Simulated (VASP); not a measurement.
# Al in VASP: notebook, part 2 of 2

VASP 6.6.1.

## 3. Single point, PBE

This run uses another cell than the first one, of 16.47 Å³/atom, 0.996 times its volume.

Contents of INCAR:

```
SYSTEM = Al
PREC = Accurate ; ENCUT = 500
EDIFF = 1E-6 ; ISMEAR = 0
SIGMA = 0.1 ; LREAL = .FALSE.
LASPH = .TRUE. ; NELM = 120
ALGO = Normal ; ISIF = 2
LWAVE = .FALSE. ; LCHARG = .FALSE.
GGA = PE ; NBANDS = 8
GGA_COMPAT = .FALSE.
```

Contents of KPOINTS:

```
Automatic mesh
0
G
  8 8 8
  0 0 0
```

Contents of POSCAR:

```
Al
1.0
    0.0000000000      2.0194153770      2.0194153770
    2.0194153770      0.0000000000      2.0194153770
    2.0194153770      2.0194153770      0.0000000000
Al
1
Direct
    0.5000000000      0.5000000000      0.5000000000
```

Potentials or basis: VASP PAW PBE potentials, release 64 (Al).

Started as:

```bash
> cat potpaw_PBE.64/Al/POTCAR > POTCAR
> mpirun -np 1 vasp_std > vasp.out
```

OUTCAR:

```text
SYSTEM = Al
   PREC = Accurate
   ENCUT = 500
   EDIFF = 1E-6
   ISMEAR = 0
   LREAL = .FALSE.
   LASPH = .TRUE.
   NELM = 120
   ISIF = 2
   GGA = PE

 ion  position               nearest neighbor table
   1  0.500  0.500  0.500-

  LATTYP: Found a face centered cubic cell.
 ALAT       =     4.0388307540

  Lattice vectors:

 A1 = (   0.0000000000,   2.0194153770,   2.0194153770)
 A2 = (   2.0194153770,   0.0000000000,   2.0194153770)
 A3 = (   2.0194153770,   2.0194153770,   0.0000000000)

[... 442 lines left out ...]
      8      28.6585      0.00000

 [... further k-points ...]

------------------------ aborting loop because EDIFF is reached ----------------------------------------

  FORCE on cell =-STRESS in cart. coord.  units (eV):
  Direction    XX          YY          ZZ          XY          YZ          ZX
  --------------------------------------------------------------------------------------
  -------------------------------------------------------------------------------------
  Total        0.0190556      0.0190556      0.0190556     -0.0000000      0.0000000      0.0000000
  in kB        1.8536429      1.8536429      1.8536429     -0.0000000      0.0000000      0.0000000
  external PRESSURE =       1.8536429 kB  Pullay stress =       0.0000000 kB

 VOLUME and BASIS-vectors are now :
 -----------------------------------------------------------------------------
  energy-cutoff  :      500.00
  volume of cell :       16.47
      direct lattice vectors                 reciprocal lattice vectors
     0.000000000  2.019415377  2.019415377    -0.247596411  0.247596411  0.247596411
     2.019415377  0.000000000  2.019415377     0.247596411 -0.247596411  0.247596411
     2.019415377  2.019415377  0.000000000     0.247596411  0.247596411 -0.247596411

 POSITION                                       TOTAL-FORCE (eV/Angst)
 -----------------------------------------------------------------------------------
      2.01942      2.01942      2.01942         0.000000      0.000000      0.000000
 -----------------------------------------------------------------------------------
    total drift:                               -0.000000      0.000000      0.000000

  FREE ENERGIE OF THE ION-ELECTRON SYSTEM (eV)
  ---------------------------------------------------
  free  energy   TOTEN  =        -3.7415472889 eV

  energy  without entropy=       -3.7384189390  energy(sigma->0) =       -3.73998311
```

OSZICAR:

```text
N       E                     dE             d eps       ncg     rms          rms(c)
DAV:   1    -0.218867907305E+01   -0.21887E+01   -0.10065E+03   472   0.234E+02
DAV:   2    -0.375525209978E+01   -0.15666E+01   -0.14803E+01   696   0.175E+01
DAV:   3    -0.376354109679E+01   -0.82890E-02   -0.82888E-02   600   0.152E+00
DAV:   4    -0.376355266624E+01   -0.11569E-04   -0.11570E-04   632   0.477E-02
DAV:   5    -0.376355271151E+01   -0.45265E-07   -0.44297E-07   664   0.183E-03    0.131E+00
DAV:   6    -0.375088296544E+01    0.12670E-01   -0.15356E-03   552   0.190E-01    0.765E-01
DAV:   7    -0.374155299876E+01    0.93300E-02   -0.46673E-03   600   0.309E-01    0.148E-01
DAV:   8    -0.374154909127E+01    0.39075E-05   -0.13657E-05   640   0.265E-02    0.740E-03
DAV:   9    -0.374154764403E+01    0.14472E-05   -0.77195E-07   656   0.385E-03    0.709E-04
DAV:  10    -0.374154728891E+01    0.35512E-06   -0.36106E-09   376   0.418E-04
   1 F= -.37415473E+01 E0= -.37399831E+01  d E =-.312835E-02
```

stdout:

```text
POSCAR found type information on POSCAR Al
 POSCAR found :  1 types and       1 ions
 scaLAPACK will be used
 LDA part: xc-table for (Slater+PW92), standard interpolation
 POSCAR, INCAR and KPOINTS ok, starting setup
 FFT: planning ... GRIDC
 FFT: planning ... GRID_SOFT
 FFT: planning ... GRID
 WAVECAR not read
 entering main loop
```

Run time: 4.6 s. Hardware: 1 thread of AMD EPYC 7R43 (Zen 3), shared host; peak memory 0.09 GiB.

Results:

| Property | Result |
| --- | --- |
| Free energy | -3.7415 eV |
| Pressure | 0.2 GPa |

## 4. Single point, PBE

This run uses another cell than the first one, of 17.14 Å³/atom, 1.037 times its volume.

Contents of INCAR:

```
SYSTEM = Al
PREC = Accurate
ENCUT = 500
EDIFF = 1E-6
ISMEAR = 0
SIGMA = 0.1
LREAL = .False.
LASPH = .True.
NELM = 120
ALGO = Normal
ISIF = 2
LWAVE = .False.
LCHARG = .False.
GGA = PE
NBANDS = 8
GGA_COMPAT = .False.
```

Contents of KPOINTS:

```
Automatic mesh
0
Gamma
  8 8 8
  0 0 0
```

Contents of POSCAR:

```
Al
1.0
   -1.4122003936      1.4122003936      2.1484568852
    1.4122003936     -1.4122003936      2.1484568852
    1.4122003936      1.4122003936     -2.1484568852
Al
1
Direct
    0.0000000000      0.0000000000      0.0000000000
```

Started as:

```bash
> cat potpaw_PBE.64/Al/POTCAR > POTCAR
> mpirun -np 1 vasp_std > vasp.out
```

It took 7.8 s on 1 thread of AMD EPYC 7R43 (Zen 3), shared host; peak memory 0.09 GiB.

The run converged. Its results:

```yaml
Free_energy: -3.7248 eV
Pressure: -2.8 GPa
```

Stress tensor (GPa, compression positive):
```
-1.75  0.00  0.00
 0.00 -1.75  0.00
 0.00  0.00 -4.75
```

Levels at points of the mesh, in eV from the Fermi level:
```csv
k point,band 1,band 2,band 3,band 4,band 5
"(0.00, 0.00, 0.00)",-10.76,12.05,12.86,12.86,13.70
"(0.50, 0.00, 0.00)",-4.32,-4.20,10.04,10.46,12.03
"(0.50, 0.50, 0.00)",-2.37,-0.98,4.88,5.15,5.41
"(0.50, 0.50, 0.50)",-3.34,-2.46,5.91,6.42,6.42
```

Caveat: the k points lie up to 0.39 Å⁻¹ apart.

## 5. Relaxation of cell and atoms, PBE

This run uses another cell than the first one, of 16.47 Å³/atom, 0.996 times its volume.

Contents of INCAR:

```
PREC     = Accurate       # precision mode
ENCUT    = 500            # plane-wave cutoff, eV
EDIFF    = 1E-7           # SCF threshold, eV
ISMEAR   = 0              # smearing method
SIGMA    = 0.1            # smearing width, eV
LREAL    = False          # projectors in reciprocal space
LASPH    = True           # aspherical terms in the spheres
NELM     = 120            # most SCF steps
ALGO     = Normal         # electronic algorithm
ISIF     = 3              # what is computed and relaxed
LWAVE    = False          # write WAVECAR
LCHARG   = False          # write CHGCAR
GGA      = PE             # functional
IBRION   = 2              # ionic algorithm
NSW      = 90             # ionic steps
EDIFFG   = -0.04          # ionic threshold
GGA_COMPAT= False        
NELMIN   = 4
```

Contents of KPOINTS:

```
regular mesh
0
Gamma
  8 8 8
```

Contents of POSCAR:

```
Al
1.0
    0.0000000000      2.0194153770      2.0194153770
    2.0194153770      0.0000000000      2.0194153770
    2.0194153770      2.0194153770      0.0000000000
Al
1
Direct
    0.5000000000      0.5000000000      0.5000000000
```

Started as:

```bash
> cat potpaw_PBE.64/Al/POTCAR > POTCAR
> mpirun -np 1 vasp_std > vasp.out
```

Wall time 3.5 s (1 thread of AMD EPYC 7R43 (Zen 3), shared host); peak memory 0.09 GiB.

The run converged. Its results:

```
Free energy             : -3.7415 eV
Pressure after relaxing : 0.2 GPa
```

Final structure:
```
Al
1.0
     0.00000    2.01942    2.01942
     2.01942    0.00000    2.01942
     2.01942    2.01942    0.00000
Al
1
Cartesian
  2.0194 2.0194 2.0194
```

Levels at points of the mesh, in eV from the Fermi level:
```
           k point  band 1  band 2  band 3  band 4  band 5
(0.00, 0.00, 0.00)  -11.20   12.57   12.57   12.57   14.08
(0.50, 0.00, 0.00)   -4.66   -4.44   11.37   11.37   11.41
(0.50, 0.50, 0.00)   -2.99   -1.66    5.20    5.55    5.55
```

Caveat: the relaxation stopped at its first step, so nothing moved.

## 6. Overview

```csv
task,cell,gap on the mesh (eV),pressure (GPa)
single point,"a = 2.860 Å, angles 60.0°, 1 atom",none,-0.1
single point,"a = 2.856 Å, angles 60.0°, 1 atom",none,0.2
single point,"a = 2.933 Å, angles 122.4, 122.4, 85.8°, 1 atom",none,-2.8
relaxation of cell and atoms,"relaxed from a = 2.856 Å, angles 60.0°, 1 atom",none,0.2
```

Alike in all rows: level PBE; potentials or basis VASP PAW PBE potentials, release 64 (Al); no spin polarisation; k mesh 8 × 8 × 8; cutoff (eV) 500; smearing gaussian 0.1 eV.

Caveats: some runs use coarse meshes; the relaxation stopped at its first step, so nothing moved (some runs).

Absolute energies hang on the potentials; compare differences alone.
